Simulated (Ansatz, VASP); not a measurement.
One calculation of Be3GeF2, two programs

Contents of INCAR:

```
SYSTEM = Be3GeF2
ALGO = Normal
EDIFF = 1E-6
ENCUT = 520
GGA = PE
ISIF = 2
ISMEAR = 0
LASPH = .True.
LCHARG = .True.
LELF = .True.
LREAL = .False.
LVHAR = .True.
LWAVE = .False.
NBANDS = 26
NELM = 80
PREC = Accurate
SIGMA = 0.1
```

Contents of KPOINTS:

```
k-points
0
Gamma
  4 4 4
  0 0 0
```

POSCAR

```
Be3GeF2
1.0
    3.1207676500      1.8017760400      2.5480961200
   -3.1207676500      1.8017760400      2.5480961200
    0.0000000000     -3.6035520900      2.5480961200
Be Ge F
3 1 2
Direct
    0.0000000000      0.5000000000      0.0000000000
    0.5000000000      0.0000000000      0.0000000000
    0.0000000000      0.0000000000      0.5000000000
    0.5000000000      0.5000000000      0.5000000000
    0.7500000000      0.7500000000      0.7500000000
    0.2500000000      0.2500000000      0.2500000000
```

Input for Ansatz:

```yaml
crystal:
  lattice:
    - [3.12076765, 1.80177604, 2.54809612]
    - [-3.12076765, 1.80177604, 2.54809612]
    - [0.0, -3.60355209, 2.54809612]
  atoms:
    - { symbol: Be, position: [0.0, 0.5, 0.0] }
    - { symbol: Be, position: [0.5, 0.0, 0.0] }
    - { symbol: Be, position: [0.0, 0.0, 0.5] }
    - { symbol: Ge, position: [0.5, 0.5, 0.5] }
    - { symbol: F, position: [0.75, 0.75, 0.75] }
    - { symbol: F, position: [0.25, 0.25, 0.25] }
basis:
  ecutwfc: 420
kpoints:
  mp_grid: { grid: [4, 4, 4] }
hamiltonian:
  xc: pbe
scf:
  occupations: { method: gaussian, width: 0.1 }
  lower_state_search: "off"
output:
  forces: true
  stress: true
  eigenvalues: true
```

Alike in both runs: task single point; functional PBE; k mesh 4 × 4 × 4; occupations gaussian, width 0.1 eV; no spin polarisation.

|  | VASP | Ansatz |
| --- | --- | --- |
| version | VASP 6.6.1 | Ansatz 0.2.0 |
| potentials or method | VASP PAW PBE potentials, release 64 (Be, Ge_d, F), cutoff 520 eV | scalar-relativistic, plane waves, PAW |
| valence electrons in the cell | 34 | 34 |

|  | VASP | Ansatz | Ansatz less VASP |
| --- | --- | --- | --- |
| gap on the k mesh at the Fermi level (eV) | none | none | - |
| pressure (GPa) | -3.6 | -3.6 | 0.00 |
| traceless stress, the component that is largest in VASP (GPa) | 21.22 | 20.97 | -0.251 |
| rms of the force components (eV/Å) | 1.270 | 1.254 | -0.0155 |

Atom by atom the forces differ by 0.016 eV/Å (rms over components). A gap of «none» marks a metal or a gap that the smearing closes. The functional is the same, so the differences come from potentials, cutoffs and numerics.
